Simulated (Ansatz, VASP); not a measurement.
**Pt: VASP beside Ansatz**

Contents of POSCAR:

```
Pt
1.0
   -1.5842200000      1.5842200000      1.6159044000
    1.5842200000     -1.5842200000      1.6159044000
    1.5842200000      1.5842200000     -1.6159044000
Pt
1
Direct
    0.0000000000      0.0000000000      0.0000000000
```

The input INCAR.step1:

```
SYSTEM = Pt
  ALGO = Normal
  EDIFF = 1E-4
  ENCUT = 520
  GGA = PE
  ISMEAR = 0
  LASPH = .TRUE.
  LCHARG = .FALSE.
  LREAL = .FALSE.
  LWAVE = .TRUE.
  NBANDS = 11
  NELM = 100
  PREC = Accurate
  SIGMA = 0.15
```

INCAR.step2

```
SYSTEM = Pt
  ALGO = Normal
  EDIFF = 1E-6
  ENCUT = 520
  ISIF = 2
  ISMEAR = 0
  ISTART = 1
  LASPH = .TRUE.
  LCHARG = .FALSE.
  LMIXTAU = .TRUE.
  LREAL = .FALSE.
  LWAVE = .FALSE.
  METAGGA = R2SCAN
  NBANDS = 11
  NELM = 100
  PREC = Accurate
  SIGMA = 0.15
```

Contents of KPOINTS:

```
k-points
0
G
  22 22 22
  0 0 0
```

Input for Ansatz:

```yaml
crystal:
  lattice:
    - [-1.58422, 1.58422, 1.6159044]
    - [1.58422, -1.58422, 1.6159044]
    - [1.58422, 1.58422, -1.6159044]
  atoms:
    - { symbol: Pt, position: [0.0, 0.0, 0.0] }
basis:
  ecutwfc: 500
kpoints:
  mp_grid: { grid: [22, 22, 22] }
hamiltonian:
  xc: r2scan
scf:
  occupations: { method: gaussian, width: 0.15 }
output:
  forces: true
  stress: true
  eigenvalues: true
  write_density: true
  write_potential: true
  elf: true
  volumetric_format: npy
```

Change from the starting cell: strain +0.0200 x Voigt [0, 0, 1, 0, 0, 0], atoms carried along.

Alike in both runs: task single point; functional r2SCAN; k mesh 22 × 22 × 22; occupations gaussian, width 0.15 eV; no spin polarisation.

```csv
,VASP,Ansatz
version,VASP 6.6.1,Ansatz 0.2.0
potentials or method,"VASP PAW PBE potentials, release 64 (Pt), cutoff 520 eV","scalar-relativistic, plane waves, PAW"
valence electrons in the cell,10,18
```

|  | VASP | Ansatz | Ansatz less VASP |
| --- | --- | --- | --- |
| gap on the k mesh at the Fermi level (eV) | none | none | - |
| pressure (GPa) | -10.2 | -10.7 | -0.46 |
| traceless stress, the component that is largest in VASP (GPa) | 1.04 | 1.03 | -0.011 |

VASP's potentials were made for PBE, not for r2SCAN. A gap of «none» marks a metal or a gap that the smearing closes. VASP's potentials hold 10 valence electrons a cell and Ansatz's 18, so a difference there can come from the potentials and not from the codes.

Spin-orbit coupling is off throughout.
